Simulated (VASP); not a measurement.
# P (Imma) in VASP: a series of runs

Runs on P. Level: PBE. Tasks: single point, relaxation of cell and atoms.

Program: VASP 6.6.1. These are calculated values, not measurements. Logs are shortened: lines on timing, memory, paths and dates and some standing lists are left out, and cuts for length are marked.

## (1) The cell of the first run

Symmetry: Imma, No. 74, orthorhombic system. Conventional cell: a = 3.657 Å, b = 5.986 Å, c = 6.147 Å, α = 90.00°, β = 90.00°, γ = 90.00°. Within 2.8 Å of P (site symmetry m) lie 4 P at 2.14 Å.

The cell was generated, and may not be a known phase.

## (2) Single point, PBE

Contents of INCAR:

```
SYSTEM = P
ALGO = Normal
EDIFF = 1E-6
ENCUT = 520
GGA = PE
ISIF = 2
ISMEAR = 0
LASPH = .TRUE.
LCHARG = .TRUE.
LELF = .TRUE.
LREAL = .FALSE.
LVHAR = .TRUE.
LWAVE = .FALSE.
NBANDS = 18
NELM = 60
PREC = Accurate
SIGMA = 0.1
```

Contents of KPOINTS:

```
k-points
0
G
  6 6 6
  0 0 0
```

Contents of POSCAR:

```
P
1.0
   -1.8283581900      2.9930173900      3.0732789300
    1.8283581900     -2.9930173900      3.0732789300
    1.8283581900      2.9930173900     -3.0732789300
P
4
Direct
    0.9115308200      0.3404630000      0.5710678200
    0.7306048300      0.6595370000      0.0710678200
    0.0884691800      0.6595370000      0.4289321800
    0.2693951700      0.3404630000      0.9289321800
```

Potentials or basis: VASP PAW PBE potentials, release 64 (P).

Started as:

```
cat potpaw_PBE.64/P/POTCAR > POTCAR
mpirun -np 1 vasp_std > vasp.out
```

OUTCAR:

```text
SYSTEM = P
   EDIFF = 1E-6
   ENCUT = 520
   GGA = PE
   ISIF = 2
   ISMEAR = 0
   LASPH = .TRUE.
   LREAL = .FALSE.
   NELM = 60
   PREC = Accurate

 ion  position               nearest neighbor table
   1  0.912  0.340  0.571-   3 2.14   2 2.14   2 2.14   4 2.14
   2  0.731  0.660  0.071-   4 2.14   1 2.14   1 2.14   3 2.14
   3  0.088  0.660  0.429-   1 2.14   4 2.14   4 2.14   2 2.14
   4  0.269  0.340  0.929-   2 2.14   3 2.14   3 2.14   1 2.14

  LATTYP: Found a body centered orthorhombic cell.
 ALAT       =     3.6567163800
 B/A-ratio  =     1.6369972833
 C/A-ratio  =     1.6808954322

  Lattice vectors:

 A1 = (  -1.8283581900,   2.9930173900,   3.0732789300)
 A2 = (   1.8283581900,  -2.9930173900,   3.0732789300)
 A3 = (   1.8283581900,   2.9930173900,  -3.0732789300)

Analysis of symmetry for initial positions (statically):
=====================================================================
 Subroutine PRICEL returns:
 Original cell was already a primitive cell.

 Routine SETGRP: Setting up the symmetry group for a
 body centered orthorhombic supercell.

 Subroutine GETGRP returns: Found  8 space group operations
 (whereof  4 operations were pure point group operations)
 out of a pool of  8 trial point group operations.

The static configuration has the point symmetry C_2h.
 The point group associated with its full space group is D_2h.

Analysis of symmetry for dynamics (positions and initial velocities):
=====================================================================
 Subroutine PRICEL returns:
 Original cell was already a primitive cell.

 Routine SETGRP: Setting up the symmetry group for a
 body centered orthorhombic supercell.

 Subroutine GETGRP returns: Found  8 space group operations
 (whereof  4 operations were pure point group operations)
 out of a pool of  8 trial point group operations.

The dynamic configuration has the point symmetry C_2h.
 The point group associated with its full space group is D_2h.

 Subroutine INISYM returns: Found  8 space group operations
 (whereof  4 operations are pure point group operations),
 and found     1 'primitive' translations

----------------------------------------------------------------------------------------

                                     Primitive cell

  volume of cell :      67.2717

  direct lattice vectors                    reciprocal lattice vectors
    -1.828358190  2.993017390  3.073278930     0.000000000  0.167055494  0.162692685
     1.828358190 -2.993017390  3.073278930     0.273469391  0.000000000  0.162692685
     1.828358190  2.993017390 -3.073278930     0.273469391  0.167055494  0.000000000

  length of vectors
     4.663270328  4.663270328  4.663270328     0.233187581  0.318204992  0.320457557

  position of ions in fractional coordinates (direct lattice)
     0.911530820  0.340463000  0.571067820
     0.730604830  0.659537000  0.071067820
     0.088469180  0.659537000  0.428932180
     0.269395170  0.340463000  0.928932180

  ion indices of the primitive-cell ions
   primitive index   ion index
                 1           1
                 2           2
                 3           3
                 4           4

----------------------------------------------------------------------------------------

 KPOINTS: k-points

Automatic generation of k-mesh.
 Grid dimensions read from file:
 generate k-points for:    6    6    6

 Generating k-lattice:

  Cartesian coordinates                     Fractional coordinates (reciprocal lattice)
     0.000000000  0.027842582  0.027115447     0.166666667 -0.000000000  0.000000000
     0.045578232  0.000000000  0.027115447     0.000000000  0.166666667  0.000000000
     0.045578232  0.027842582  0.000000000     0.000000000 -0.000000000  0.166666667

  Length of vectors
     0.038864597  0.053034165  0.053409593

  Shift w.r.t. Gamma in fractional coordinates (k-lattice)
     0.000000000  0.000000000  0.000000000

 Subroutine IBZKPT returns following result:
 ===========================================

 Found     46 irreducible k-points:

 Following reciprocal coordinates:
            Coordinates               Weight
  0.000000  0.000000  0.000000      1.000000
  0.166667  0.000000 -0.000000      4.000000
  0.333333  0.000000 -0.000000      4.000000
  0.500000  0.000000  0.000000      2.000000
  0.000000  0.166667 -0.000000      4.000000
  0.166667  0.166667  0.000000      8.000000
[... 16 lines left out ...]
 -0.166667  0.166667  0.166667      2.000000
  0.166667  0.333333  0.166667      4.000000
 [... further k-points ...]
   k-points           NKPTS =     46   k-points in BZ     NKDIM =     46   number of bands    NBANDS=     18
   number of dos      NEDOS =    301   number of ions     NIONS =      4
   total plane-waves  NPLWV =  46656
   dimension x,y,z NGX =    36 NGY =   36 NGZ =   36
   dimension x,y,z NGXF=    72 NGYF=   72 NGZF=   72
   ions per type =               4
   NGX,Y,Z   is equivalent  to a cutoff of  12.83, 12.83, 12.83 a.u.
   NGXF,Y,Z  is equivalent  to a cutoff of  25.67, 25.67, 25.67 a.u.
 SYSTEM =  P
   PREC   = accura    normal or accurate (medium, high low for compatibility)
   ISTART =      0    job   : 0-new  1-cont  2-samecut
   ICHARG =      2    charge: 1-file 2-atom 10-const
   ISPIN  =      1    spin polarized calculation?
   LNONCOLLINEAR =      F non collinear calculations
   LSORBIT =      F    spin-orbit coupling
   LASPH  =      T    aspherical Exc in radial PAW
   ENCUT  =  520.0 eV  38.22 Ry    6.18 a.u.   8.67  8.67  8.67*2*pi/ulx,y,z
   NELM   =     60;   NELMIN=  2; NELMDL= -5     # of ELM steps
   EDIFF  = 0.1E-05   stopping-criterion for ELM
   LREAL  =      F    real-space projection
   EDIFFG = 0.1E-04   stopping-criterion for IOM
   NSW    =      0    number of steps for IOM
   IBRION =     -1    ionic relax: 0-MD 1-quasi-New 2-CG
   NFREE  =      0    steps in history (QN), initial steepest desc. (CG)
   ISIF   =      2    stress and relaxation
   ISYM   =      2    0-nonsym 1-usesym 2-fastsym
   POTIM  = 0.5000    time-step for ionic-motion
   TEBEG  =    0.0;   TEEND  =   0.0 temperature during run
   PSTRESS=    0.0 pullay stress
   NELECT =      20.0000    total number of electrons
   NUPDOWN=      -1.0000    fix difference up-down
   EMIN   =  10.00;   EMAX   =-10.00  energy-range for DOS
   EFERMI =   0.00;   METHOD = LEGACY
   ISMEAR =     0;   SIGMA  =   0.10  broadening in eV -4-tet -1-fermi 0-gaus
   EFERMI_NEDOS =   21; number of points for ismear=-14 and -15
   IALGO  =     38    algorithm
   IMIX   =      4    mixing-type and parameters
     AMIX     =   0.40;   BMIX     =  1.00
     AMIX_MAG =   1.60;   BMIX_MAG =  1.00
  volume/ion in A,a.u.               =      16.82       113.49
  Fermi-wavevector in a.u.,A,eV,Ry     =   1.092632  2.064775 16.243249  1.193845
  Thomas-Fermi vector in A             =   2.228902
   LORBIT       =      0    0 simple, 1 ext, 2 COOP (PROOUT), +10 PAW based schemes
   GGA     = PE    functional components
   LHFCALC =     F    Hartree Fock is set to
   AEXX    =    0.0000 exact exchange contribution
   IVDW    =     0    specifies the selected vdW correction
   LEPSILON=     F    determine dielectric tensor
   LRPA    =     F    only Hartree local field effects (RPA)
 non-spin polarized calculation
 Gauss-broadening in eV      SIGMA  =   0.10
  energy-cutoff  :      520.00
  volume of cell :       67.27
 maximum number of plane-waves:      1828
 NGX is ok and might be reduce to    36
   NGX = 17   NGY = 17   NGZ = 17

 number of electron      20.0000001 magnetization

 Free energy of the ion-electron system (eV)
  ---------------------------------------------------
  ext. energy  EPLUGINS =         0.00000000
  ---------------------------------------------------
  free energy    TOTEN  =       -18.13856413 eV

  energy without entropy =      -18.12475462  energy(sigma->0) =      -18.13165937

 E-fermi :   8.2680     XC(G=0): -10.2110

 val. band max:        8.2453383974   @ k =  -0.3333  -0.3333   0.1667
 cond. band min:       8.2764780674   @ k =  -0.1667   0.3333  -0.0000
 fundamental gap:      0.0311396700
 Fermi energy:         8.2679766393

 k-point     1 :       0.0000    0.0000    0.0000
  band No.  band energies     occupation
      1      -9.5602      2.00000
      2      -3.8237      2.00000
      3      -2.3931      2.00000
      4      -0.4985      2.00000
      5      -0.0416      2.00000
      6       1.5579      2.00000
[... 10 lines left out ...]
     17      14.6803      0.00000
     18      16.4861      0.00000

 k-point     2 :       0.1667    0.0000   -0.0000
  band No.  band energies     occupation
      1      -9.4209      2.00000
      2      -4.5464      2.00000
      3      -2.1712      2.00000
      4      -0.8510      2.00000
      5       1.1031      2.00000
      6       1.3834      2.00000
[... 10 lines left out ...]
     17      14.8987      0.00000
     18      14.9262      0.00000

 k-point     3 :       0.3333    0.0000   -0.0000
  band No.  band energies     occupation
      1      -9.0714      2.00000
      2      -5.6555      2.00000
      3      -1.8764      2.00000
      4      -0.9698      2.00000
      5       1.1203      2.00000
      6       2.1338      2.00000
[... 10 lines left out ...]
     17      13.5454      0.00000
     18      15.5581      0.00000

 k-point     4 :       0.5000    0.0000    0.0000
  band No.  band energies     occupation
      1      -8.8323      2.00000
      2      -6.1856      2.00000
      3      -1.7240      2.00000
      4      -1.0099      2.00000
      5       1.0128      2.00000
      6       2.0578      2.00000
[... 10 lines left out ...]
     17      14.0308      0.00000
     18      15.8309      0.00000

 k-point     5 :       0.0000    0.1667   -0.0000
  band No.  band energies     occupation
      1      -9.2303      2.00000
      2      -4.0772      2.00000
      3      -2.0388      2.00000
      4      -1.8838      2.00000
      5       0.1451      2.00000
      6       1.8593      2.00000
[... 10 lines left out ...]
     17      15.3148      0.00000
     18      16.4969      0.00000

 k-point     6 :       0.1667    0.1667    0.0000
  band No.  band energies     occupation
      1      -8.9659      2.00000
      2      -5.0311      2.00000
      3      -2.5106      2.00000
      4      -1.1175      2.00000
      5       0.3055      2.00000
      6       2.1777      2.00000
[... 10 lines left out ...]
     17      14.5256      0.00000
     18      15.6066      0.00000

 k-point     7 :       0.3333    0.1667    0.0000
  band No.  band energies     occupation
      1      -8.6038      2.00000
      2      -5.8761      2.00000
      3      -2.7298      2.00000
      4      -0.8637      2.00000
      5       0.5708      2.00000
      6       1.8352      2.00000
[... 10 lines left out ...]
     17      14.8673      0.00000
     18      15.1515      0.00000

 k-point     8 :       0.5000    0.1667    0.0000
  band No.  band energies     occupation
      1      -8.6053      2.00000
      2      -5.8356      2.00000
      3      -2.9128      2.00000
      4      -0.8041      2.00000
      5       0.7717      2.00000
      6       1.7741      2.00000
[... 10 lines left out ...]
     17      15.0957      0.00000
     18      15.4778      0.00000
[... 229 lines left out ...]
     17      14.6495      0.00000
     18      15.5244      0.00000

 k-point    20 :       0.5000    0.5000    0.0000
  band No.  band energies     occupation
      1      -6.7225      2.00000
      2      -6.7225      2.00000
      3      -2.9229      2.00000
      4      -2.9229      2.00000
      5       0.6013      2.00000
      6       0.6013      2.00000
[... 10 lines left out ...]
     17      14.9892      0.00000
     18      14.9892      0.00000

 k-point    21 :       0.1667    0.1667    0.1667
  band No.  band energies     occupation
      1      -8.0605      2.00000
      2      -5.3329      2.00000
      3      -3.5124      2.00000
      4      -2.1009      2.00000
      5       0.8445      2.00000
      6       1.4684      2.00000
[... 10 lines left out ...]
     17      14.8634      0.00000
     18      14.9730      0.00000

 k-point    22 :       0.3333    0.1667    0.1667
  band No.  band energies     occupation
      1      -7.8103      2.00000
      2      -5.8048      2.00000
      3      -3.6126      2.00000
      4      -2.0329      2.00000
      5       1.0237      2.00000
      6       1.4949      2.00000
[... 10 lines left out ...]
     17      14.5892      0.00000
     18      15.2091      0.00000

 k-point    23 :      -0.1667    0.1667    0.1667
  band No.  band energies     occupation
      1      -8.5449      2.00000
      2      -3.7371      2.00000
      3      -3.2066      2.00000
      4      -2.7070      2.00000
      5       0.1112      2.00000
      6       1.4258      2.00000
[... 10 lines left out ...]
     17      13.0810      0.00000
     18      15.8989      0.00000

 k-point    24 :       0.1667    0.3333    0.1667
  band No.  band energies     occupation
      1      -6.9855      2.00000
      2      -6.2860      2.00000
      3      -3.7370      2.00000
      4      -2.7068      2.00000
      5       0.9587      2.00000
      6       1.8157      2.00000
[... 10 lines left out ...]
     17      15.2871      0.00000
     18      15.8762      0.00000

 [... further k-points ...]
[... 5 lines left out ...]
  --------------------------------------------------------------------------------------
  -------------------------------------------------------------------------------------
  Total       12.5994763      5.0461900      9.2829540      0.0000000      0.0000000      0.0000000
  in kB      300.0755316    120.1826261    221.0875513      0.0000000      0.0000000      0.0000000
  external PRESSURE =     213.7819030 kB  Pullay stress =       0.0000000 kB

 VOLUME and BASIS-vectors are now :
 -----------------------------------------------------------------------------
  energy-cutoff  :      520.00
  volume of cell :       67.27
      direct lattice vectors                 reciprocal lattice vectors
    -1.828358190  2.993017390  3.073278930     0.000000000  0.167055494  0.162692685
     1.828358190 -2.993017390  3.073278930     0.273469391  0.000000000  0.162692685
     1.828358190  2.993017390 -3.073278930     0.273469391  0.167055494  0.000000000

 POSITION                                       TOTAL-FORCE (eV/Angst)
 -----------------------------------------------------------------------------------
      0.00000      3.41843      2.09268        -0.000000     -1.015719      0.226800
     -0.00000      0.42541      4.05388         0.000000     -1.015719     -0.226800
      1.82836     -0.42541      0.98060         0.000000      1.015719     -0.226800
      1.82836      2.56760     -0.98060         0.000000      1.015719      0.226800
 -----------------------------------------------------------------------------------
    total drift:                               -0.000004      0.000005      0.000006

  FREE ENERGIE OF THE ION-ELECTRON SYSTEM (eV)
  ---------------------------------------------------
  free  energy   TOTEN  =       -18.1385641272 eV

  energy  without entropy=      -18.1247546180  energy(sigma->0) =      -18.13165937
```

It took 63 s on 1 thread of AMD EPYC 7R13 (Zen 3), shared host; peak memory 0.17 GiB.

Results:

```yaml
Free_energy: -18.1386 eV
Pressure: 21.4 GPa
Largest_force: 1.041 eV/Å
Band_gap_on_the_k_mesh: zero (bands 10 and 11 overlap by 2.47 eV)
```

Forces on the atoms (eV/Å):
```
P    0.000 -1.016  0.227
P    0.000 -1.016 -0.227
P    0.000  1.016 -0.227
P    0.000  1.016  0.227
```

Stress tensor (GPa, compression positive):
```
30.01  0.00  0.00
 0.00 12.02  0.00
 0.00  0.00 22.11
```

Caveat: the stress differs along the axes, from 12 to 30 GPa; forces of over 1 eV/Å act on the atoms, so gaps and moduli don't describe the material at rest.

(Part 1 of 2 ends here.)

The gap in the log of VASP goes by the Fermi energy; the results here count the filled bands.